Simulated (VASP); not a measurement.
# AlCo in VASP: a series of runs, part 2 of 2

VASP 6.6.1. Earlier steps stand in the parts before.

**3. Single point, PBE**

INCAR reads:

```
  PREC = Accurate
  ENCUT = 520
  EDIFF = 1E-7
  ISMEAR = -1
  SIGMA = 0.1
  LREAL = False
  LASPH = True
  NELM = 100
  ALGO = Normal
  ISIF = 2
  LWAVE = False
  LCHARG = True
  LDIPOL = True
  IDIPOL = 3
  DIPOL = 0.5 0.5 0.500
  GGA = PE
  LELF = True
  LVHAR = True
  LVACPOTAV = True
  NBANDS = 27
```

KPOINTS reads:

```
Automatic mesh
0
Gamma
  13 9 1
```

POSCAR reads:

```
AlCo
1.0
    2.8528193273      0.0000000000      0.0000000000
    0.0000000000      4.0344957836      0.0000000000
    0.0000000000      0.0000000000     20.0345000000
Co Al
3 3
Direct
    0.7500000000      0.2500000000      0.4030533657
    0.7500000000      0.7500000000      0.4999999953
    0.7500000000      0.2500000000      0.5969466387
    0.2500000000      0.7500000000      0.3953038504
    0.2500000000      0.2500000000      0.5000000046
    0.2500000000      0.7500000000      0.6046961452
```

Potentials or basis: VASP PAW PBE potentials, release 64 (Co, Al).

Run with:

```bash
cat potpaw_PBE.64/Co/POTCAR potpaw_PBE.64/Al/POTCAR > POTCAR
mpirun -np 1 vasp_std > vasp.out
```

OUTCAR:

```text
PREC = Accurate
   ENCUT = 520
   EDIFF = 1E-7
   ISMEAR = -1
   LREAL = False
   LASPH = True
   NELM = 100
   ISIF = 2
   GGA = PE

 ion  position               nearest neighbor table
   1  0.750  0.250  0.403-   5 2.41   5 2.41   4 2.48   4 2.48   4 2.48   4 2.48   2 2.80   2 2.80

   2  0.750  0.750  0.500-   5 2.47   5 2.47   5 2.47   5 2.47   4 2.54   4 2.54   6 2.54   6 2.54
                             1 2.80   1 2.80   3 2.80   3 2.80
   3  0.750  0.250  0.597-   5 2.41   5 2.41   6 2.48   6 2.48   6 2.48   6 2.48   2 2.80   2 2.80

   4  0.250  0.750  0.395-   1 2.48   1 2.48   1 2.48   1 2.48   2 2.54   2 2.54   5 2.91   5 2.91

   5  0.250  0.250  0.500-   3 2.41   3 2.41   1 2.41   1 2.41   2 2.47   2 2.47   2 2.47   2 2.47
                             6 2.91   6 2.91   4 2.91   4 2.91
   6  0.250  0.750  0.605-   3 2.48   3 2.48   3 2.48   3 2.48   2 2.54   2 2.54   5 2.91   5 2.91

  LATTYP: Found a simple orthorhombic cell.
 ALAT       =     2.8528193273
 B/A-ratio  =     1.4142135623
 C/A-ratio  =     7.0227020016

  Lattice vectors:

 A1 = (   2.8528193273,   0.0000000000,   0.0000000000)
 A2 = (   0.0000000000,   4.0344957836,   0.0000000000)
 A3 = (   0.0000000000,   0.0000000000,  20.0345000000)

Analysis of symmetry for initial positions (statically):
=====================================================================
 Subroutine PRICEL returns:
 Original cell was already a primitive cell.

 Routine SETGRP: Setting up the symmetry group for a
 simple orthorhombic supercell.

 Subroutine GETGRP returns: Found  8 space group operations
 (whereof  2 operations were pure point group operations)
 out of a pool of  8 trial point group operations.

The static configuration has the point symmetry C_1h.
 The point group associated with its full space group is D_2h.

Analysis of symmetry for dynamics (positions and initial velocities):
=====================================================================
 Subroutine PRICEL returns:
 Original cell was already a primitive cell.

[... 142 lines left out ...]
   LHFCALC =     F    Hartree Fock is set to
   AEXX    =    0.0000 exact exchange contribution
   IVDW    =     0    specifies the selected vdW correction
   LEPSILON=     F    determine dielectric tensor
   LRPA    =     F    only Hartree local field effects (RPA)
 non-spin polarized calculation
  energy-cutoff  :      520.00
  volume of cell :      230.59
 maximum number of plane-waves:      6243
 NGX is ok and might be reduce to    24
   NGX = 11   NGY = 15   NGZ = 75

 number of electron      35.9999988 magnetization

 dipolmoment           0.000000      0.000000      0.000001 electrons x Angstroem

 Free energy of the ion-electron system (eV)
  ---------------------------------------------------
  ext. energy  EPLUGINS =         0.00000000
  ---------------------------------------------------
  free energy    TOTEN  =       -32.92527062 eV

  energy without entropy =      -32.74599363  energy(sigma->0) =      -32.83563212

 E-fermi :  -0.1883     XC(G=0):  -4.7418

 val. band max:       -0.1930689107   @ k =   0.4615   0.0000   0.0000
 cond. band min:      -0.1854169195   @ k =   0.3077   0.1111   0.0000
 fundamental gap:      0.0076519912
 Fermi energy:        -0.1883472329

 k-point     1 :       0.0000    0.0000    0.0000
  band No.  band energies     occupation
      1      -9.9944      2.00000
      2      -7.9224      2.00000
      3      -5.5445      2.00000
      4      -3.0277      2.00000
      5      -2.5759      2.00000
      6      -2.5197      2.00000
[... 709 lines left out ...]
     26       5.6844      0.00000
     27       6.1532      0.00000

 [... further k-points ...]

------------------------ aborting loop because EDIFF is reached ----------------------------------------

  FORCE on cell =-STRESS in cart. coord.  units (eV):
  Direction    XX          YY          ZZ          XY          YZ          ZX
  --------------------------------------------------------------------------------------
  -------------------------------------------------------------------------------------
  Total       -4.9634643     -2.9899620     -0.0270955      0.0000000      0.0000000      0.0000000
  in kB      -34.4868435    -20.7746737     -0.1882634      0.0000000      0.0000000      0.0000000
  external PRESSURE =     -18.4832602 kB  Pullay stress =       0.0000000 kB

 VOLUME and BASIS-vectors are now :
 -----------------------------------------------------------------------------
  energy-cutoff  :      520.00
  volume of cell :      230.59
      direct lattice vectors                 reciprocal lattice vectors
     2.852819327  0.000000000  0.000000000     0.350530435  0.000000000  0.000000000
     0.000000000  4.034495784  0.000000000     0.000000000  0.247862448  0.000000000
     0.000000000  0.000000000 20.034500000     0.000000000  0.000000000  0.049913899

 POSITION                                       TOTAL-FORCE (eV/Angst)
 -----------------------------------------------------------------------------------
      2.13961      1.00862      8.07497         0.000000     -0.000000     -0.010173
      2.13961      3.02587     10.01725        -0.000000     -0.000000      0.000000
      2.13961      1.00862     11.95953         0.000000     -0.000000      0.010173
      0.71320      3.02587      7.91971        -0.000000      0.000000      0.014736
      0.71320      1.00862     10.01725        -0.000000     -0.000000      0.000000
      0.71320      3.02587     12.11478        -0.000000     -0.000000     -0.014736
 -----------------------------------------------------------------------------------
    total drift:                                0.000000      0.000000      0.000064

  FREE ENERGIE OF THE ION-ELECTRON SYSTEM (eV)
  ---------------------------------------------------
  free  energy   TOTEN  =       -32.9252706214 eV

  energy  without entropy=      -32.7459936256  energy(sigma->0) =      -32.83563212

 vacuum level on the upper side and lower side of the slab         4.623         4.623
```

OSZICAR:

```text
N       E                     dE             d eps       ncg     rms          rms(c)
DAV:   1     0.218350038590E+03    0.21835E+03   -0.13809E+04  1890   0.112E+03
DAV:   2    -0.246781547312E+02   -0.24303E+03   -0.23177E+03  1971   0.271E+02
DAV:   3    -0.376844083889E+02   -0.13006E+02   -0.12693E+02  2270   0.864E+01
[... 21 lines left out ...]
DAV:  25    -0.329252676290E+02   -0.13930E-05   -0.16498E-07  1705   0.583E-03    0.142E-03
DAV:  26    -0.329252698680E+02   -0.22390E-05   -0.22152E-07  1437   0.208E-03    0.566E-04
DAV:  27    -0.329252702889E+02   -0.42093E-06   -0.22256E-08  1512   0.109E-03    0.282E-04
DAV:  28    -0.329252705601E+02   -0.27120E-06   -0.11317E-08  1320   0.485E-04    0.102E-04
DAV:  29    -0.329252706214E+02   -0.61240E-07   -0.24525E-09  1294   0.283E-04
   1 F= -.32925271E+02 E0= -.32835632E+02  d E =-.179277E+00
```

Run time: 6.7 min. Hardware: 1 thread of AMD EPYC 9R14 (Zen 4), shared host; peak memory 0.39 GiB.

What came out:

```
Free energy            : -32.9253 eV
Largest force          : 0.015 eV/Å
Band gap on the k mesh : zero (bands 18 and 19 overlap by 0.99 eV)
```

Forces on the atoms (eV/Å):
```
Co   0.000  0.000 -0.010
Co   0.000  0.000  0.000
Co   0.000  0.000  0.010
Al   0.000  0.000  0.015
Al   0.000  0.000  0.000
Al   0.000  0.000 -0.015
```

Caveat: the run has no spin polarisation, though such a crystal can be magnetic.

**4. Single point, PBE**

INCAR reads:

```
PREC = Accurate
ENCUT = 520
EDIFF = 1E-7
ISMEAR = -1
SIGMA = 0.1
LREAL = F
LASPH = T
NELM = 80
ALGO = Normal
ISIF = 2
LWAVE = F
LCHARG = F
LDIPOL = T
IDIPOL = 3
DIPOL = 0.5 0.5 0.500
GGA = PE
NBANDS = 27
```

KPOINTS is that of step 3.

POSCAR: that of step 3 with these lines changed.

```diff
@@ -10,3 +10,3 @@
     0.7500000000      0.7500000000      0.4999999953
-    0.7500000000      0.2500000000      0.5969466387
+    0.7500000000      0.2500000000      0.5969466386
     0.2500000000      0.7500000000      0.3953038504
```

Potentials or basis: VASP PAW PBE potentials, release 64 (Co, Al).

Run with:

```bash
cat potpaw_PBE.64/Co/POTCAR potpaw_PBE.64/Al/POTCAR > POTCAR
mpirun -np 1 vasp_std > vasp.out
```

OUTCAR:

```text
PREC = Accurate
   ENCUT = 520
   EDIFF = 1E-7
   ISMEAR = -1
   LREAL = F
   LASPH = T
   NELM = 80
   ISIF = 2
   GGA = PE

 ion  position               nearest neighbor table
   1  0.750  0.250  0.403-   5 2.41   5 2.41   4 2.48   4 2.48   4 2.48   4 2.48   2 2.80   2 2.80

   2  0.750  0.750  0.500-   5 2.47   5 2.47   5 2.47   5 2.47   4 2.54   4 2.54   6 2.54   6 2.54
                             1 2.80   1 2.80   3 2.80   3 2.80
   3  0.750  0.250  0.597-   5 2.41   5 2.41   6 2.48   6 2.48   6 2.48   6 2.48   2 2.80   2 2.80

   4  0.250  0.750  0.395-   1 2.48   1 2.48   1 2.48   1 2.48   2 2.54   2 2.54   5 2.91   5 2.91

   5  0.250  0.250  0.500-   3 2.41   3 2.41   1 2.41   1 2.41   2 2.47   2 2.47   2 2.47   2 2.47
                             6 2.91   6 2.91   4 2.91   4 2.91
   6  0.250  0.750  0.605-   3 2.48   3 2.48   3 2.48   3 2.48   2 2.54   2 2.54   5 2.91   5 2.91

  LATTYP: Found a simple orthorhombic cell.
 ALAT       =     2.8528193273
 B/A-ratio  =     1.4142135623
 C/A-ratio  =     7.0227020016

  Lattice vectors:

 A1 = (   2.8528193273,   0.0000000000,   0.0000000000)
 A2 = (   0.0000000000,   4.0344957836,   0.0000000000)
 A3 = (   0.0000000000,   0.0000000000,  20.0345000000)

Analysis of symmetry for initial positions (statically):
=====================================================================
 Subroutine PRICEL returns:
 Original cell was already a primitive cell.

 Routine SETGRP: Setting up the symmetry group for a
 simple orthorhombic supercell.

 Subroutine GETGRP returns: Found  8 space group operations
 (whereof  2 operations were pure point group operations)
 out of a pool of  8 trial point group operations.

The static configuration has the point symmetry C_1h.
 The point group associated with its full space group is D_2h.

Analysis of symmetry for dynamics (positions and initial velocities):
=====================================================================
 Subroutine PRICEL returns:
 Original cell was already a primitive cell.

 Routine SETGRP: Setting up the symmetry group for a
 simple orthorhombic supercell.

 Subroutine GETGRP returns: Found  8 space group operations
 (whereof  2 operations were pure point group operations)
 out of a pool of  8 trial point group operations.

The dynamic configuration has the point symmetry C_1h.
 The point group associated with its full space group is D_2h.

 Subroutine INISYM returns: Found  8 space group operations
 (whereof  2 operations are pure point group operations),
 and found     1 'primitive' translations

----------------------------------------------------------------------------------------

                                     Primitive cell

  volume of cell :     230.5908

  direct lattice vectors                    reciprocal lattice vectors
     2.852819327  0.000000000  0.000000000     0.350530435  0.000000000  0.000000000
     0.000000000  4.034495784  0.000000000     0.000000000  0.247862448  0.000000000
     0.000000000  0.000000000 20.034500000     0.000000000  0.000000000  0.049913899

  length of vectors
     2.852819327  4.034495784 20.034500000     0.350530435  0.247862448  0.049913899

  position of ions in fractional coordinates (direct lattice)
     0.750000000  0.250000000  0.403053366
     0.750000000  0.750000000  0.499999995
[... 67 lines left out ...]
   k-points           NKPTS =     35   k-points in BZ     NKDIM =     35   number of bands    NBANDS=     27
   number of dos      NEDOS =    301   number of ions     NIONS =      6
   total plane-waves  NPLWV = 108000
   dimension x,y,z NGX =    24 NGY =   30 NGZ =  150
   dimension x,y,z NGXF=    48 NGYF=   60 NGZF=  300
   ions per type =               3   3
   NGX,Y,Z   is equivalent  to a cutoff of  13.99, 12.36, 12.45 a.u.
   NGXF,Y,Z  is equivalent  to a cutoff of  27.97, 24.72, 24.89 a.u.
 SYSTEM =  unknown system
   PREC   = accura    normal or accurate (medium, high low for compatibility)
   ISTART =      0    job   : 0-new  1-cont  2-samecut
   ICHARG =      2    charge: 1-file 2-atom 10-const
   ISPIN  =      1    spin polarized calculation?
   LNONCOLLINEAR =      F non collinear calculations
   LSORBIT =      F    spin-orbit coupling
   LASPH  =      T    aspherical Exc in radial PAW
   ENCUT  =  520.0 eV  38.22 Ry    6.18 a.u.   5.30  7.50 37.25*2*pi/ulx,y,z
   NELM   =     80;   NELMIN=  2; NELMDL= -5     # of ELM steps
   EDIFF  = 0.1E-06   stopping-criterion for ELM
   LREAL  =      F    real-space projection
   EDIFFG = 0.1E-05   stopping-criterion for IOM
   NSW    =      0    number of steps for IOM
   IBRION =     -1    ionic relax: 0-MD 1-quasi-New 2-CG
   NFREE  =      0    steps in history (QN), initial steepest desc. (CG)
   ISIF   =      2    stress and relaxation
   ISYM   =      2    0-nonsym 1-usesym 2-fastsym
   POTIM  = 0.5000    time-step for ionic-motion
   TEBEG  =    0.0;   TEEND  =   0.0 temperature during run
   PSTRESS=    0.0 pullay stress
   NELECT =      36.0000    total number of electrons
   NUPDOWN=      -1.0000    fix difference up-down
   EMIN   =  10.00;   EMAX   =-10.00  energy-range for DOS
   EFERMI =   0.00;   METHOD = LEGACY
   ISMEAR =    -1;   SIGMA  =   0.10  broadening in eV -4-tet -1-fermi 0-gaus
   EFERMI_NEDOS =   21; number of points for ismear=-14 and -15
   IALGO  =     38    algorithm
   IMIX   =      4    mixing-type and parameters
     AMIX     =   0.40;   BMIX     =  1.00
     AMIX_MAG =   1.60;   BMIX_MAG =  1.00
  volume/ion in A,a.u.               =      38.43       259.35
  Fermi-wavevector in a.u.,A,eV,Ry     =   0.881512  1.665816 10.572594  0.777064
  Thomas-Fermi vector in A             =   2.002018
   LORBIT       =      0    0 simple, 1 ext, 2 COOP (PROOUT), +10 PAW based schemes
   GGA     = PE    functional components
   LHFCALC =     F    Hartree Fock is set to
   AEXX    =    0.0000 exact exchange contribution
   IVDW    =     0    specifies the selected vdW correction
   LEPSILON=     F    determine dielectric tensor
   LRPA    =     F    only Hartree local field effects (RPA)
 non-spin polarized calculation
  energy-cutoff  :      520.00
  volume of cell :      230.59
 maximum number of plane-waves:      6243
 NGX is ok and might be reduce to    24
   NGX = 11   NGY = 15   NGZ = 75

 number of electron      35.9999988 magnetization

 dipolmoment           0.000000      0.000000      0.000001 electrons x Angstroem

 Free energy of the ion-electron system (eV)
  ---------------------------------------------------
  ext. energy  EPLUGINS =         0.00000000
  ---------------------------------------------------
  free energy    TOTEN  =       -32.92527062 eV

  energy without entropy =      -32.74599363  energy(sigma->0) =      -32.83563212

 E-fermi :  -0.1883     XC(G=0):  -4.7418

 val. band max:       -0.1930689114   @ k =   0.4615   0.0000   0.0000
 cond. band min:      -0.1854169208   @ k =   0.3077   0.1111   0.0000
 fundamental gap:      0.0076519905
 Fermi energy:        -0.1883472339

 k-point     1 :       0.0000    0.0000    0.0000
  band No.  band energies     occupation
      1      -9.9944      2.00000
      2      -7.9224      2.00000
      3      -5.5445      2.00000
      4      -3.0277      2.00000
      5      -2.5759      2.00000
      6      -2.5197      2.00000
[... 709 lines left out ...]
     26       5.6844      0.00000
     27       6.1532      0.00000

 [... further k-points ...]

------------------------ aborting loop because EDIFF is reached ----------------------------------------

 vacuum level on the upper side and lower side of the slab       (xc-potential included)        -0.091        -0.090

  FORCE on cell =-STRESS in cart. coord.  units (eV):
  Direction    XX          YY          ZZ          XY          YZ          ZX
  --------------------------------------------------------------------------------------
  -------------------------------------------------------------------------------------
  Total       -4.9634643     -2.9899620     -0.0270955      0.0000000      0.0000000      0.0000000
  in kB      -34.4868436    -20.7746735     -0.1882632      0.0000000      0.0000000      0.0000000
  external PRESSURE =     -18.4832601 kB  Pullay stress =       0.0000000 kB

 VOLUME and BASIS-vectors are now :
 -----------------------------------------------------------------------------
  energy-cutoff  :      520.00
  volume of cell :      230.59
      direct lattice vectors                 reciprocal lattice vectors
     2.852819327  0.000000000  0.000000000     0.350530435  0.000000000  0.000000000
     0.000000000  4.034495784  0.000000000     0.000000000  0.247862448  0.000000000
     0.000000000  0.000000000 20.034500000     0.000000000  0.000000000  0.049913899

 POSITION                                       TOTAL-FORCE (eV/Angst)
 -----------------------------------------------------------------------------------
      2.13961      1.00862      8.07497        -0.000000      0.000000     -0.010173
      2.13961      3.02587     10.01725         0.000000      0.000000      0.000000
      2.13961      1.00862     11.95953        -0.000000      0.000000      0.010173
      0.71320      3.02587      7.91971         0.000000     -0.000000      0.014736
      0.71320      1.00862     10.01725         0.000000      0.000000      0.000000
      0.71320      3.02587     12.11478         0.000000      0.000000     -0.014736
 -----------------------------------------------------------------------------------
    total drift:                                0.000000      0.000000      0.000064

  FREE ENERGIE OF THE ION-ELECTRON SYSTEM (eV)
  ---------------------------------------------------
  free  energy   TOTEN  =       -32.9252706214 eV

  energy  without entropy=      -32.7459936257  energy(sigma->0) =      -32.83563212

 vacuum level on the upper side and lower side of the slab         4.564         4.564
```

It took 7.5 min on 1 thread of AMD EPYC 9R14 (Zen 4), shared host; peak memory 0.39 GiB.

Results:

| Item | Value |
| --- | --- |
| Free energy | -32.9253 eV |
| Largest force | 0.015 eV/Å |
| Band gap on the k mesh | zero (bands 18 and 19 overlap by 0.99 eV) |

Forces in eV/Å, atoms in the order of the input:
```
Co   0.000  0.000 -0.010
Co   0.000  0.000  0.000
Co   0.000  0.000  0.010
Al   0.000  0.000  0.015
Al   0.000  0.000  0.000
Al   0.000  0.000 -0.015
```

Caveat: the run has no spin polarisation, though such a crystal can be magnetic.
